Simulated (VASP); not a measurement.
# BaTiO3 (Amm2) in VASP: a series of runs

Runs on BaTiO3. Level: r2SCAN+U. Tasks: single point.

Program: VASP 6.6.1. These are calculated values, not measurements. Logs are shortened: lines on timing, memory, paths and dates and some standing lists are left out, and cuts for length are marked.

**1. The cell of the first run**

The structure is orthorhombic, space group Amm2 (No. 38). Conventional cell: a = 4.095 Å, b = 5.827 Å, c = 5.981 Å, α = 90.00°, β = 90.00°, γ = 90.00°. Ba (site symmetry mm2) has 12 O at 2.90 to 3.05 Å and 8 Ti at 3.56 to 3.67 Å within 3.8 Å. Ti (site symmetry mm2) has 6 O at 1.98 to 2.20 Å within 2.6 Å. Within 2.7 Å of O (site symmetry mm2) lie 2 Ti at 2.05 Å. Within 2.6 Å of O (site symmetry m) lie 2 Ti at 1.98 to 2.20 Å.

**2. Single point, r2SCAN+U (strain +0.025 along x and y, +0.050 along z)**

Input file POSCAR:

```
BaTiO3
1.0
    4.0950226294      0.0000000000      0.0000000000
    0.0000000000      2.9135386489      2.9904076023
    0.0000000000     -2.9135386489      2.9904076023
Ba Ti O
1 1 3
Direct
    0.0000000000      0.0044061011      0.0044061011
    0.5000000000      0.5135753575      0.5135753575
    0.0000000000      0.4947134013      0.4947134013
    0.5000000000      0.4954342957      0.9880908444
    0.5000000000      0.9880908444      0.4954342957
```

Input file INCAR.step1:

```
  PREC = Accurate
  ENCUT = 520
  ISMEAR = 0
  SIGMA = 0.05
  LREAL = False
  LASPH = True
  NELM = 150
  LMAXMIX = 4
  LDAU = True
  LDAUTYPE = 2
  LDAUL = -1 2 -1
  LDAUU = 0 4 0
  LDAUJ = 0 0 0
  NBANDS = 28
  GGA = PE
  ALGO = Normal
  EDIFF = 1E-4
  LWAVE = True
  LCHARG = False
```

Input file INCAR.step2:

```
  PREC = Accurate
  ENCUT = 520
  EDIFF = 1E-7
  ISMEAR = 0
  SIGMA = 0.05
  LREAL = False
  LASPH = True
  NELM = 150
  ALGO = Normal
  ISIF = 2
  LWAVE = False
  LCHARG = True
  LMAXMIX = 4
  LDAU = True
  LDAUTYPE = 2
  LDAUL = -1 2 -1
  LDAUU = 0 4 0
  LDAUJ = 0 0 0
  LDAUPRINT = 1
  METAGGA = R2SCAN
  LMIXTAU = True
  LELF = True
  LVHAR = True
  NBANDS = 28
  ISTART = 1
```

Input file KPOINTS:

```
Automatic mesh
0
Gamma
  6 6 6
```

Potentials or basis: VASP PAW PBE potentials, release 64 (Ba_sv, Ti_sv, O).

On the command line:

```bash
$ cat potpaw_PBE.64/Ba_sv/POTCAR potpaw_PBE.64/Ti_sv/POTCAR potpaw_PBE.64/O/POTCAR > POTCAR
$ cp INCAR.step1 INCAR
$ mpirun -np 1 vasp_std > vasp.out
$ cp INCAR.step2 INCAR
$ mpirun -np 1 vasp_std > vasp.out
```

OUTCAR:

```text
PREC = Accurate
   ENCUT = 520
   EDIFF = 1E-7
   ISMEAR = 0
   LREAL = False
   LASPH = True
   NELM = 150
   ISIF = 2
   METAGGA = R2SCAN
   ISTART = 1

 ion  position               nearest neighbor table
   1  0.000  0.004  0.004-   4 2.90   5 2.90   4 2.90   5 2.90   3 2.91   3 2.91   3 2.93   5 2.95
                             4 2.95   5 2.95   4 2.95   3 3.05   2 3.56   2 3.56   2 3.56   2 3.56
   2  0.500  0.514  0.514-   4 1.98   5 1.98   3 2.05   3 2.05   5 2.20   4 2.20   1 3.56   1 3.56
                             1 3.56   1 3.56   1 3.58   1 3.58   1 3.67   1 3.67
   3  0.000  0.495  0.495-   2 2.05   2 2.05   1 2.91   1 2.91   1 2.93   1 3.05
   4  0.500  0.495  0.988-   2 1.98   2 2.20   1 2.90   1 2.90   1 2.95   1 2.95
   5  0.500  0.988  0.495-   2 1.98   2 2.20   1 2.90   1 2.90   1 2.95   1 2.95

  LATTYP: Found a base centered orthorhombic cell.
 ALAT       =     5.8270772978
 B/A-ratio  =     1.0263833649
 C/A-ratio  =     0.7027575610

  Lattice vectors:

 A1 = (   0.0000000000,   2.9135386489,  -2.9904076023)
 A2 = (   0.0000000000,   2.9135386489,   2.9904076023)
 A3 = (   4.0950226294,   0.0000000000,   0.0000000000)

Analysis of symmetry for initial positions (statically):
=====================================================================
 Subroutine PRICEL returns:
 Original cell was already a primitive cell.

 Routine SETGRP: Setting up the symmetry group for a
 base centered orthorhombic supercell.

 Subroutine GETGRP returns: Found  4 space group operations
 (whereof  4 operations were pure point group operations)
 out of a pool of  8 trial point group operations.

The static configuration has the point symmetry C_2v.

Analysis of symmetry for dynamics (positions and initial velocities):
=====================================================================
 Subroutine PRICEL returns:
 Original cell was already a primitive cell.

 Routine SETGRP: Setting up the symmetry group for a
 base centered orthorhombic supercell.

 Subroutine GETGRP returns: Found  4 space group operations
 (whereof  4 operations were pure point group operations)
 out of a pool of  8 trial point group operations.

The dynamic configuration has the point symmetry C_2v.

 Subroutine INISYM returns: Found  4 space group operations
 (whereof  4 operations are pure point group operations),
 and found     1 'primitive' translations

----------------------------------------------------------------------------------------

                                     Primitive cell

  volume of cell :      71.3571

  direct lattice vectors                    reciprocal lattice vectors
     4.095022629  0.000000000  0.000000000     0.244198895  0.000000000  0.000000000
     0.000000000  2.913538649  2.990407602     0.000000000  0.171612620  0.167201287
     0.000000000 -2.913538649  2.990407602     0.000000000 -0.171612620  0.167201287

  length of vectors
     4.095022629  4.175074261  4.175074261     0.244198895  0.239597917  0.239597917

  position of ions in fractional coordinates (direct lattice)
     0.000000000  0.004406101  0.004406101
     0.500000000  0.513575358  0.513575358
     0.000000000  0.494713401  0.494713401
     0.500000000  0.495434296  0.988090844
     0.500000000  0.988090844  0.495434296

  ion indices of the primitive-cell ions
   primitive index   ion index
                 1           1
                 2           2
                 3           3
                 4           4
                 5           5

----------------------------------------------------------------------------------------

 KPOINTS: Automatic mesh
[... 51 lines left out ...]
   number of dos      NEDOS =    301   number of ions     NIONS =      5
   total plane-waves  NPLWV =  30720
   dimension x,y,z NGX =    30 NGY =   32 NGZ =   32
   dimension x,y,z NGXF=    60 NGYF=   64 NGZF=   64
   ions per type =               1   1   3
   NGX,Y,Z   is equivalent  to a cutoff of  12.18, 12.74, 12.74 a.u.
   NGXF,Y,Z  is equivalent  to a cutoff of  24.36, 25.48, 25.48 a.u.
 SYSTEM =  unknown system
   PREC   = accura    normal or accurate (medium, high low for compatibility)
   ISTART =      1    job   : 0-new  1-cont  2-samecut
   ICHARG =      0    charge: 1-file 2-atom 10-const
   ISPIN  =      1    spin polarized calculation?
   LNONCOLLINEAR =      F non collinear calculations
   LSORBIT =      F    spin-orbit coupling
   LASPH  =      T    aspherical Exc in radial PAW
   ENCUT  =  520.0 eV  38.22 Ry    6.18 a.u.   7.61  7.76  7.76*2*pi/ulx,y,z
   NELM   =    150;   NELMIN=  2; NELMDL=  0     # of ELM steps
   EDIFF  = 0.1E-06   stopping-criterion for ELM
   LREAL  =      F    real-space projection
   EDIFFG = 0.1E-05   stopping-criterion for IOM
   NSW    =      0    number of steps for IOM
   IBRION =     -1    ionic relax: 0-MD 1-quasi-New 2-CG
   NFREE  =      0    steps in history (QN), initial steepest desc. (CG)
   ISIF   =      2    stress and relaxation
   ISYM   =      2    0-nonsym 1-usesym 2-fastsym
   POTIM  = 0.5000    time-step for ionic-motion
   TEBEG  =    0.0;   TEEND  =   0.0 temperature during run
   PSTRESS=    0.0 pullay stress
   NELECT =      40.0000    total number of electrons
   NUPDOWN=      -1.0000    fix difference up-down
   EMIN   =  10.00;   EMAX   =-10.00  energy-range for DOS
   EFERMI =   0.00;   METHOD = LEGACY
   ISMEAR =     0;   SIGMA  =   0.05  broadening in eV -4-tet -1-fermi 0-gaus
   EFERMI_NEDOS =   21; number of points for ismear=-14 and -15
   IALGO  =     38    algorithm
   IMIX   =      4    mixing-type and parameters
     AMIX     =   0.40;   BMIX     =  1.00
     AMIX_MAG =   1.60;   BMIX_MAG =  1.00
  volume/ion in A,a.u.               =      14.27        96.31
  Fermi-wavevector in a.u.,A,eV,Ry     =   1.349840  2.550828 24.790745  1.822068
  Thomas-Fermi vector in A             =   2.477394
   LORBIT       =      0    0 simple, 1 ext, 2 COOP (PROOUT), +10 PAW based schemes
 LDA+U is selected, type is set to LDAUTYPE =  2
   angular momentum for each species LDAUL =    -1    2   -1
   U (eV)           for each species LDAUU =   0.0  4.0  0.0
   J (eV)           for each species LDAUJ =   0.0  0.0  0.0
   METAGGA = R2SCAN    functional components
   LHFCALC =     F    Hartree Fock is set to
   AEXX    =    0.0000 exact exchange contribution
   IVDW    =     0    specifies the selected vdW correction
   LEPSILON=     F    determine dielectric tensor
   LRPA    =     F    only Hartree local field effects (RPA)
 non-spin polarized calculation
 Gauss-broadening in eV      SIGMA  =   0.05
  energy-cutoff  :      520.00
  volume of cell :       71.36
 maximum number of plane-waves:      1946
   NGX = 15   NGY = 15   NGZ = 15

atom =   2  type =  2  l = 2

 onsite density matrix

spin component  1

  0.0946  0.0000  0.0000  0.0000  0.0000
  0.0000  0.2181  0.0000  0.0000  0.0000
  0.0000  0.0000  0.1238  0.0000 -0.0531
  0.0000  0.0000  0.0000  0.0935  0.0000
  0.0000  0.0000 -0.0531  0.0000  0.1903

spin component  2

  0.0946  0.0000  0.0000  0.0000  0.0000
  0.0000  0.2181  0.0000  0.0000  0.0000
  0.0000  0.0000  0.1238  0.0000 -0.0531
  0.0000  0.0000  0.0000  0.0935  0.0000
  0.0000  0.0000 -0.0531  0.0000  0.1903

 occupancies and eigenvectors

  o =  0.0935  v =  0.0000  0.0000  0.0000  1.0000  0.0000  0.0000  0.0000  0.0000  0.0000  0.0000      0.0000  0.0000  0.0000  0.0000  0.0000  0.0000  0.0000  0.0000  0.0000  0.0000
  o =  0.0935  v =  0.0000  0.0000  0.0000  0.0000  0.0000  0.0000  0.0000  0.0000  1.0000  0.0000      0.0000  0.0000  0.0000  0.0000  0.0000  0.0000  0.0000  0.0000  0.0000  0.0000
  o =  0.0944  v =  0.0000  0.0000 -0.8747  0.0000 -0.4847  0.0000  0.0000  0.0000  0.0000  0.0000      0.0000  0.0000  0.0000  0.0000  0.0000  0.0000  0.0000  0.0000  0.0000  0.0000
  o =  0.0944  v =  0.0000  0.0000  0.0000  0.0000  0.0000  0.0000  0.0000 -0.8747  0.0000 -0.4847      0.0000  0.0000  0.0000  0.0000  0.0000  0.0000  0.0000  0.0000  0.0000  0.0000
  o =  0.0946  v =  1.0000  0.0000  0.0000  0.0000  0.0000  0.0000  0.0000  0.0000  0.0000  0.0000      0.0000  0.0000  0.0000  0.0000  0.0000  0.0000  0.0000  0.0000  0.0000  0.0000
  o =  0.0946  v =  0.0000  0.0000  0.0000  0.0000  0.0000  1.0000  0.0000  0.0000  0.0000  0.0000      0.0000  0.0000  0.0000  0.0000  0.0000  0.0000  0.0000  0.0000  0.0000  0.0000
  o =  0.2181  v =  0.0000  0.0000  0.0000  0.0000  0.0000  0.0000  1.0000  0.0000  0.0000  0.0000      0.0000  0.0000  0.0000  0.0000  0.0000  0.0000  0.0000  0.0000  0.0000  0.0000
  o =  0.2181  v =  0.0000  1.0000  0.0000  0.0000  0.0000  0.0000  0.0000  0.0000  0.0000  0.0000      0.0000  0.0000  0.0000  0.0000  0.0000  0.0000  0.0000  0.0000  0.0000  0.0000
  o =  0.2197  v =  0.0000  0.0000 -0.4847  0.0000  0.8747  0.0000  0.0000  0.0000  0.0000  0.0000      0.0000  0.0000  0.0000  0.0000  0.0000  0.0000  0.0000  0.0000  0.0000  0.0000
  o =  0.2197  v =  0.0000  0.0000  0.0000  0.0000  0.0000  0.0000  0.0000 -0.4847  0.0000  0.8747      0.0000  0.0000  0.0000  0.0000  0.0000  0.0000  0.0000  0.0000  0.0000  0.0000

 number of electron      39.9999996 magnetization

 Free energy of the ion-electron system (eV)
  ---------------------------------------------------
  ext. energy  EPLUGINS =         0.00000000
  ---------------------------------------------------
  free energy    TOTEN  =       -71.44917360 eV

  energy without entropy =      -71.44917360  energy(sigma->0) =      -71.44917360

 E-fermi :   3.1288     XC(G=0): -11.3220

 val. band max:        2.8965917647   @ k =   0.5000   0.5000   0.5000
 cond. band min:       5.3904792499   @ k =   0.0000   0.0000   0.0000
 fundamental gap:      2.4938874852
 Fermi energy:         3.1288084887

 k-point     1 :       0.0000    0.0000    0.0000
  band No.  band energies     occupation
      1     -57.4854      2.00000
      2     -32.5639      2.00000
      3     -32.5496      2.00000
      4     -32.5384      2.00000
      5     -22.9027      2.00000
      6     -14.7848      2.00000
[... 733 lines left out ...]
     27      11.1550      0.00000
     28      11.4682      0.00000

 [... further k-points ...]
[... 5 lines left out ...]
  --------------------------------------------------------------------------------------
  -------------------------------------------------------------------------------------
  Total       -4.5561888     -4.0760948     -6.3110758      0.0000000      0.0000000      0.0000000
  in kB     -102.2998081    -91.5202892   -141.7021716      0.0000000      0.0000000      0.0000000
  external PRESSURE =    -111.8407563 kB  Pullay stress =       0.0000000 kB

 VOLUME and BASIS-vectors are now :
 -----------------------------------------------------------------------------
  energy-cutoff  :      520.00
  volume of cell :       71.36
      direct lattice vectors                 reciprocal lattice vectors
     4.095022629  0.000000000  0.000000000     0.244198895  0.000000000  0.000000000
     0.000000000  2.913538649  2.990407602     0.000000000  0.171612620  0.167201287
     0.000000000 -2.913538649  2.990407602     0.000000000 -0.171612620  0.167201287

 POSITION                                       TOTAL-FORCE (eV/Angst)
 -----------------------------------------------------------------------------------
      0.00000      0.00000      0.02635         0.000000     -0.000000      0.035470
      2.04751      0.00000      3.07160         0.000000     -0.000000      0.287364
      0.00000      0.00000      2.95879         0.000000     -0.000000      0.009555
      2.04751     -1.43537      4.43634         0.000000      0.165931     -0.166194
      2.04751      1.43537      4.43634         0.000000     -0.165931     -0.166194
 -----------------------------------------------------------------------------------
    total drift:                                0.000000      0.000001      0.028594

  FREE ENERGIE OF THE ION-ELECTRON SYSTEM (eV)
  ---------------------------------------------------
  free  energy   TOTEN  =       -71.4491735986 eV

  energy  without entropy=      -71.4491735986  energy(sigma->0) =      -71.44917360
```

Wall time 3 min (1 thread of Intel Xeon 6975P-C (Granite Rapids), shared host); peak memory 0.25 GiB.

What came out:

```yaml
Free_energy: -71.4492 eV
Pressure: -11.2 GPa
Largest_force: 0.287 eV/Å
Band_gap_on_the_k_mesh: 2.49 eV (least direct gap 2.84 eV)
```

Forces in eV/Å, atoms in the order of the input:
```
Ba   0.000  0.000  0.035
Ti   0.000  0.000  0.287
O    0.000  0.000  0.010
O    0.000  0.166 -0.166
O    0.000 -0.166 -0.166
```

Stress tensor (GPa, compression positive):
```
-10.23   0.00   0.00
  0.00  -9.15   0.00
  0.00   0.00 -14.17
```

Eigenvalues of the final occupation matrices:
| site | spin | trace | eigenvalues |
| --- | --- | --- | --- |
| site 2 d | 1 | 0.72 | 0.09 0.09 0.09 0.22 0.22 |
| site 2 d | 2 | 0.72 | 0.09 0.09 0.09 0.22 0.22 |

Caveat: the cell differs from its parent crystal (strain +0.025 along x and y, +0.050 along z); the cell stands under tension; the PAW data sets were made with another functional, which shifts forces and pressure a little; spin-orbit coupling is left out, which moves the levels of the heavy elements. A k mesh can miss the band edges.

**3. Single point, r2SCAN+U (strain +0.050 along x and y, +0.025 along z)**

POSCAR, as its differences from that of step 2:

```diff
@@ -2,5 +2,5 @@
 1.0
-    4.0950226294      0.0000000000      0.0000000000
-    0.0000000000      2.9135386489      2.9904076023
-    0.0000000000     -2.9135386489      2.9904076023
+    4.1949012301      0.0000000000      0.0000000000
+    0.0000000000      2.9846005671      2.9192074213
+    0.0000000000     -2.9846005671      2.9192074213
 Ba Ti O
```

Input file INCAR.step1:

```
ALGO = Normal
EDIFF = 1E-4
ENCUT = 520
GGA = PE
ISMEAR = 0
LASPH = True
LCHARG = False
LDAU = True
LDAUJ = 0 0 0
LDAUL = -1 2 -1
LDAUTYPE = 2
LDAUU = 0 4 0
LMAXMIX = 4
LREAL = False
LWAVE = True
NBANDS = 28
NELM = 150
PREC = Accurate
SIGMA = 0.05
```

Input file INCAR.step2:

```
ALGO = Normal
EDIFF = 1E-6
ENCUT = 520
ISIF = 2
ISMEAR = 0
ISTART = 1
LASPH = True
LCHARG = True
LDAU = True
LDAUJ = 0 0 0
LDAUL = -1 2 -1
LDAUPRINT = 1
LDAUTYPE = 2
LDAUU = 0 4 0
LELF = True
LMAXMIX = 4
LMIXTAU = True
LREAL = False
LVHAR = True
LWAVE = False
METAGGA = R2SCAN
NBANDS = 28
NELM = 150
PREC = Accurate
SIGMA = 0.05
```

Input file KPOINTS:

```
k-points
0
Gamma
  6 6 6
```

Potentials or basis: VASP PAW PBE potentials, release 64 (Ba_sv, Ti_sv, O).

On the command line:

```bash
$ cat potpaw_PBE.64/Ba_sv/POTCAR potpaw_PBE.64/Ti_sv/POTCAR potpaw_PBE.64/O/POTCAR > POTCAR
$ cp INCAR.step1 INCAR
$ mpirun -np 1 vasp_std > vasp.out
$ cp INCAR.step2 INCAR
$ mpirun -np 1 vasp_std > vasp.out
```

Wall time 2 min (1 thread of Intel Xeon 6975P-C (Granite Rapids), shared host); peak memory 0.26 GiB.

Results (log left out):

```
Free energy            : -71.3101 eV
Pressure               : -14.0 GPa
Largest force          : 0.289 eV/Å
Band gap on the k mesh : 2.44 eV (least direct gap 2.81 eV)
```

Forces on the atoms (eV/Å):
```
Ba   0.000  0.000  0.028
Ti   0.000  0.000  0.228
O    0.000  0.000  0.071
O    0.000  0.238 -0.164
O    0.000 -0.238 -0.164
```

Stress tensor (GPa, compression positive):
```
-15.11   0.00   0.00
  0.00 -16.10   0.00
  0.00   0.00 -10.88
```

Levels at points of the mesh, in eV from the valence-band top:
| k point | band 16 | band 17 | band 18 | band 19 | band 20 | band 21 | band 22 | band 23 | band 24 | band 25 |
| --- | --- | --- | --- | --- | --- | --- | --- | --- | --- | --- |
| (0.00, 0.00, 0.00) | -1.01 | -0.99 | -0.44 | -0.40 | -0.36 | 2.44 | 2.49 | 2.55 | 3.52 | 3.60 |
| (0.50, 0.00, 0.00) | -1.74 | -1.46 | -1.41 | -1.02 | -0.84 | 2.66 | 3.58 | 3.63 | 3.73 | 5.09 |
| (0.00, 0.50, 0.00) | -1.66 | -1.65 | -1.55 | -0.85 | -0.81 | 2.59 | 3.53 | 3.74 | 3.76 | 5.17 |
| (0.50, 0.50, 0.00) | -2.16 | -1.96 | -1.01 | -0.99 | -0.09 | 3.70 | 3.75 | 4.11 | 4.16 | 6.74 |
| (0.00, 0.50, 0.50) | -2.25 | -1.89 | -0.91 | -0.88 | -0.12 | 3.73 | 3.79 | 4.11 | 4.17 | 6.80 |
| (0.50, 0.50, 0.50) | -2.38 | -2.26 | -0.06 | -0.04 | 0.00 | 4.20 | 4.27 | 4.30 | 6.48 | 6.51 |

Eigenvalues of the final occupation matrices:
| site | spin | trace | eigenvalues |
| --- | --- | --- | --- |
| site 2 d | 1 | 0.71 | 0.09 0.09 0.10 0.21 0.22 |
| site 2 d | 2 | 0.71 | 0.09 0.09 0.10 0.21 0.22 |

Caveat: the cell differs from its parent crystal (strain +0.050 along x and y, +0.025 along z); the cell stands under tension; the PAW data sets were made with another functional, which shifts forces and pressure a little; spin-orbit coupling is left out, which moves the levels of the heavy elements.

(Continued in part 2 of 2.)
